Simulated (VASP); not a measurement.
Here is a VASP 6.6.1 calculation.

The input INCAR:

```
  ALGO = Normal
  EDIFF = 1E-6
  ENCUT = 520
  GGA = PE
  ISIF = 2
  ISMEAR = 0
  LASPH = True
  LCHARG = False
  LREAL = False
  LWAVE = False
  NBANDS = 12
  NELM = 100
  PREC = Accurate
  SIGMA = 0.01
```

File KPOINTS:

```
k-points
0
Gamma
  8 8 8
```

Contents of POSCAR:

```
LiCl
1.0
    0.0000000000      2.5745971522      2.5745971522
    2.5745971522      0.0000000000      2.5745971522
    2.5745971522      2.5745971522      0.0000000000
Li Cl
1 1
Direct
    0.0000000000      0.0000000000      0.0000000000
    0.5000000000      0.5000000000      0.5000000000
```

Potentials or basis: VASP PAW PBE potentials, release 64 (Li_sv, Cl).

Run with:

```console
$ cat potpaw_PBE.64/Li_sv/POTCAR potpaw_PBE.64/Cl/POTCAR > POTCAR
$ mpirun -np 1 vasp_std > vasp.out
```

(1) Estimate the band gap on the k mesh.

## Answers

(1) 6.27 eV, direct.
